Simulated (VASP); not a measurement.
# GaN (Fm-3m) in VASP: further runs

Runs on GaN. Level: revPBE. Tasks: single point.

Program: VASP 6.6.1. These are calculated values, not measurements. Logs are shortened: lines on timing, memory, paths and dates and some standing lists are left out, and cuts for length are marked.

## (1) The cell of the first run

The structure is cubic, space group Fm-3m (No. 225). The conventional cell has a = 4.270 Å, b = 4.270 Å, c = 4.270 Å, α = 90.00°, β = 90.00°, γ = 90.00°. Ga (site symmetry m-3m) has 6 N at 2.14 Å within 2.8 Å. N (site symmetry m-3m) has 6 Ga at 2.14 Å within 2.8 Å.

## (2) Single point, revPBE

INCAR

```
  ALGO = Normal
  EDIFF = 1E-6
  ENCUT = 520
  GGA = RE
  ISIF = 2
  ISMEAR = -1
  LASPH = True
  LCHARG = False
  LREAL = False
  LWAVE = False
  NBANDS = 16
  NELM = 60
  PREC = Accurate
  SIGMA = 0.05
```

KPOINTS

```
k-points
0
Gamma
  11 11 11
```

POSCAR

```
GaN
1.0
    0.0000000000      2.1352350000      2.1352350000
    2.1352350000      0.0000000000      2.1352350000
    2.1352350000      2.1352350000      0.0000000000
Ga N
1 1
Direct
    0.0000000000      0.0000000000      0.0000000000
    0.5000000000      0.5000000000      0.5000000000
```

Potentials or basis: VASP PAW PBE potentials, release 64 (Ga_d, N).

Launch:

```sh
$ cat potpaw_PBE.64/Ga_d/POTCAR potpaw_PBE.64/N/POTCAR > POTCAR
$ mpirun -np 1 vasp_std > vasp.out
```

OUTCAR:

```text
EDIFF = 1E-6
   ENCUT = 520
   GGA = RE
   ISIF = 2
   ISMEAR = -1
   LASPH = True
   LREAL = False
   NELM = 60
   PREC = Accurate

 ion  position               nearest neighbor table
   1  0.000  0.000  0.000-   2 2.14   2 2.14   2 2.14   2 2.14   2 2.14   2 2.14
   2  0.500  0.500  0.500-   1 2.14   1 2.14   1 2.14   1 2.14   1 2.14   1 2.14

  LATTYP: Found a face centered cubic cell.
 ALAT       =     4.2704700000

  Lattice vectors:

 A1 = (   0.0000000000,   2.1352350000,   2.1352350000)
 A2 = (   2.1352350000,   0.0000000000,   2.1352350000)
 A3 = (   2.1352350000,   2.1352350000,   0.0000000000)

Analysis of symmetry for initial positions (statically):
=====================================================================
 Subroutine PRICEL returns:
 Original cell was already a primitive cell.

 Routine SETGRP: Setting up the symmetry group for a
 face centered cubic supercell.

 Subroutine GETGRP returns: Found 48 space group operations
 (whereof 48 operations were pure point group operations)
 out of a pool of 48 trial point group operations.

The static configuration has the point symmetry O_h .

Analysis of symmetry for dynamics (positions and initial velocities):
=====================================================================
 Subroutine PRICEL returns:
 Original cell was already a primitive cell.

 Routine SETGRP: Setting up the symmetry group for a
 face centered cubic supercell.

 Subroutine GETGRP returns: Found 48 space group operations
 (whereof 48 operations were pure point group operations)
 out of a pool of 48 trial point group operations.

The dynamic configuration has the point symmetry O_h .

 Subroutine INISYM returns: Found 48 space group operations
 (whereof 48 operations are pure point group operations),
 and found     1 'primitive' translations

----------------------------------------------------------------------------------------

                                     Primitive cell

  volume of cell :      19.4700

  direct lattice vectors                    reciprocal lattice vectors
     0.000000000  2.135235000  2.135235000    -0.234166263  0.234166263  0.234166263
     2.135235000  0.000000000  2.135235000     0.234166263 -0.234166263  0.234166263
     2.135235000  2.135235000  0.000000000     0.234166263  0.234166263 -0.234166263

  length of vectors
     3.019678296  3.019678296  3.019678296     0.405587864  0.405587864  0.405587864

  position of ions in fractional coordinates (direct lattice)
[... 72 lines left out ...]
   ICHARG =      2    charge: 1-file 2-atom 10-const
   ISPIN  =      1    spin polarized calculation?
   LNONCOLLINEAR =      F non collinear calculations
   LSORBIT =      F    spin-orbit coupling
   LASPH  =      T    aspherical Exc in radial PAW
   ENCUT  =  520.0 eV  38.22 Ry    6.18 a.u.   5.61  5.61  5.61*2*pi/ulx,y,z
   NELM   =     60;   NELMIN=  2; NELMDL= -5     # of ELM steps
   EDIFF  = 0.1E-05   stopping-criterion for ELM
   LREAL  =      F    real-space projection
   EDIFFG = 0.1E-04   stopping-criterion for IOM
   NSW    =      0    number of steps for IOM
   IBRION =     -1    ionic relax: 0-MD 1-quasi-New 2-CG
   NFREE  =      0    steps in history (QN), initial steepest desc. (CG)
   ISIF   =      2    stress and relaxation
   ISYM   =      2    0-nonsym 1-usesym 2-fastsym
   POTIM  = 0.5000    time-step for ionic-motion
   TEBEG  =    0.0;   TEEND  =   0.0 temperature during run
   PSTRESS=    0.0 pullay stress
   NELECT =      18.0000    total number of electrons
   NUPDOWN=      -1.0000    fix difference up-down
   EMIN   =  10.00;   EMAX   =-10.00  energy-range for DOS
   EFERMI =   0.00;   METHOD = LEGACY
   ISMEAR =    -1;   SIGMA  =   0.05  broadening in eV -4-tet -1-fermi 0-gaus
   EFERMI_NEDOS =   21; number of points for ismear=-14 and -15
   IALGO  =     38    algorithm
   IMIX   =      4    mixing-type and parameters
     AMIX     =   0.40;   BMIX     =  1.00
     AMIX_MAG =   1.60;   BMIX_MAG =  1.00
  volume/ion in A,a.u.               =       9.74        65.70
  Fermi-wavevector in a.u.,A,eV,Ry     =   1.594814  3.013761 34.605481  2.543431
  Thomas-Fermi vector in A             =   2.692830
   LORBIT       =      0    0 simple, 1 ext, 2 COOP (PROOUT), +10 PAW based schemes
   GGA     = RE    functional components
   LHFCALC =     F    Hartree Fock is set to
   AEXX    =    0.0000 exact exchange contribution
   IVDW    =     0    specifies the selected vdW correction
   LEPSILON=     F    determine dielectric tensor
   LRPA    =     F    only Hartree local field effects (RPA)
 non-spin polarized calculation
  energy-cutoff  :      520.00
  volume of cell :       19.47
 maximum number of plane-waves:       534
   NGX = 11   NGY = 11   NGZ = 11

 number of electron      18.0000005 magnetization

 Free energy of the ion-electron system (eV)
  ---------------------------------------------------
  ext. energy  EPLUGINS =         0.00000000
  ---------------------------------------------------
  free energy    TOTEN  =       -10.48348762 eV

  energy without entropy =      -10.48345675  energy(sigma->0) =      -10.48347219

 E-fermi :   7.9634     XC(G=0): -12.7870

 val. band max:        7.6206229310   @ k =  -0.1818   0.1818   0.0000
 cond. band min:       8.2333604643   @ k =   0.4545   0.4545   0.0000
 fundamental gap:      0.6127375334
 Fermi energy:         7.9634331618

 k-point     1 :       0.0000    0.0000    0.0000
  band No.  band energies     occupation
      1      -9.4145      2.00000
      2      -6.3980      2.00000
      3      -6.3980      2.00000
      4      -6.3980      2.00000
      5      -6.3114      2.00000
      6      -6.3114      2.00000
[... 433 lines left out ...]
      3      -6.4468      2.00000
      4      -6.4297      2.00000
      5      -6.3148      2.00000
      6      -6.1065      2.00000
[... 8 lines left out ...]
     15      25.6042      0.00000
     16      27.7454      0.00000

 [... further k-points ...]
[... 5 lines left out ...]
  --------------------------------------------------------------------------------------
  -------------------------------------------------------------------------------------
  Total        0.4566515      0.4566515      0.4566515      0.0000000      0.0000000      0.0000000
  in kB       37.5775467     37.5775467     37.5775467      0.0000000      0.0000000      0.0000000
  external PRESSURE =      37.5775467 kB  Pullay stress =       0.0000000 kB

 VOLUME and BASIS-vectors are now :
 -----------------------------------------------------------------------------
  energy-cutoff  :      520.00
  volume of cell :       19.47
      direct lattice vectors                 reciprocal lattice vectors
     0.000000000  2.135235000  2.135235000    -0.234166263  0.234166263  0.234166263
     2.135235000  0.000000000  2.135235000     0.234166263 -0.234166263  0.234166263
     2.135235000  2.135235000  0.000000000     0.234166263  0.234166263 -0.234166263

 POSITION                                       TOTAL-FORCE (eV/Angst)
 -----------------------------------------------------------------------------------
      0.00000      0.00000      0.00000         0.000000     -0.000000      0.000000
      2.13524      2.13524      2.13524         0.000000      0.000000     -0.000000
 -----------------------------------------------------------------------------------
    total drift:                                0.000000     -0.000000     -0.000000

  FREE ENERGIE OF THE ION-ELECTRON SYSTEM (eV)
  ---------------------------------------------------
  free  energy   TOTEN  =       -10.4834876171 eV

  energy  without entropy=      -10.4834567542  energy(sigma->0) =      -10.48347219
```

OSZICAR:

```text
N       E                     dE             d eps       ncg     rms          rms(c)
DAV:   1     0.783939044582E+02    0.78394E+02   -0.90929E+03  2016   0.210E+03
DAV:   2    -0.737674376111E+01   -0.85771E+02   -0.78808E+02  2064   0.328E+02
DAV:   3    -0.122001489834E+02   -0.48234E+01   -0.48074E+01  2152   0.657E+01
DAV:   4    -0.122436989850E+02   -0.43550E-01   -0.43547E-01  2144   0.658E+00
DAV:   5    -0.122442080316E+02   -0.50905E-03   -0.50905E-03  2208   0.665E-01    0.724E+00
DAV:   6    -0.105015978144E+02    0.17426E+01   -0.43047E+00  2592   0.382E+01    0.242E+00
DAV:   7    -0.104961894860E+02    0.54083E-02   -0.21681E-01  2160   0.512E+00    0.158E+00
DAV:   8    -0.104852262802E+02    0.10963E-01   -0.31304E-02  1960   0.203E+00    0.539E-01
DAV:   9    -0.104834326176E+02    0.17937E-02   -0.61786E-03  2256   0.178E+00    0.120E-01
DAV:  10    -0.104834937776E+02   -0.61160E-04   -0.54403E-04  2080   0.276E-01    0.269E-02
DAV:  11    -0.104834850984E+02    0.86792E-05   -0.41356E-05  2224   0.701E-02    0.106E-02
DAV:  12    -0.104834877682E+02   -0.26698E-05   -0.31016E-06  2112   0.285E-02    0.441E-03
DAV:  13    -0.104834876171E+02    0.15104E-06   -0.24750E-07  1176   0.487E-03
   1 F= -.10483488E+02 E0= -.10483472E+02  d E =-.308629E-04
```

It took 9.7 s on 1 thread of Intel Xeon Platinum 8488C (Sapphire Rapids), shared host; peak memory 0.14 GiB.

Results:

| Property | Result |
| --- | --- |
| Free energy | -10.4835 eV |
| Pressure | 3.8 GPa |
| Band gap on the k mesh | 0.61 eV, indirect (least direct gap 2.38 eV) |

Levels at points of the mesh, in eV from the valence-band top:
| k point | band 6 | band 7 | band 8 | band 9 | band 10 | band 11 | band 12 | band 13 |
| --- | --- | --- | --- | --- | --- | --- | --- | --- |
| (0.00, 0.00, 0.00) | -13.93 | -0.48 | -0.48 | -0.48 | 1.89 | 14.53 | 14.53 | 14.53 |

Caveat: the PAW data sets were made with another functional, which shifts forces and pressure a little. As with any semilocal functional, this revPBE gap is likely too small.

## (3) Single point, revPBE

This run uses another cell than the first one, of 9.88 Å³/atom, 1.014 times its volume.

INCAR

```
SYSTEM = GaN
PREC = Accurate
ENCUT = 520
EDIFF = 1E-7
ISMEAR = -1
SIGMA = 0.05
LREAL = .FALSE.
LASPH = .TRUE.
NELM = 80
ALGO = Normal
ISIF = 2
LWAVE = .FALSE.
LCHARG = .FALSE.
GGA = RE
NBANDS = 16
```

KPOINTS

```
regular mesh
0
G
  11 11 11
  0 0 0
```

POSCAR

```
GaN
1.0
    0.0000000000      2.1454735813      2.1454735813
    2.1454735813      0.0000000000      2.1454735813
    2.1454735813      2.1454735813      0.0000000000
Ga N
1 1
Direct
    0.0000000000      0.0000000000      0.0000000000
    0.5000000000      0.5000000000      0.5000000000
```

Potentials or basis: VASP PAW PBE potentials, release 64 (Ga_d, N).

Launch:

```sh
$ cat potpaw_PBE.64/Ga_d/POTCAR potpaw_PBE.64/N/POTCAR > POTCAR
$ mpirun -np 1 vasp_std > vasp.out
```

Run time: 10 s. Hardware: 1 thread of Intel Xeon Platinum 8488C (Sapphire Rapids), shared host; peak memory 0.14 GiB.

Results (log left out):

| Item | Value |
| --- | --- |
| Free energy | -10.4876 eV |
| Pressure | 0.8 GPa |
| Band gap on the k mesh | 0.53 eV, indirect (least direct gap 2.20 eV) |

Levels at points of the mesh, in eV from the valence-band top:
| k point | band 7 | band 8 | band 9 | band 10 | band 11 | band 12 |
| --- | --- | --- | --- | --- | --- | --- |
| (0.00, 0.00, 0.00) | -0.47 | -0.47 | -0.47 | 1.74 | 14.45 | 14.45 |

Caveat: the PAW data sets were made with another functional, which shifts forces and pressure a little. A k mesh can miss the band edges.
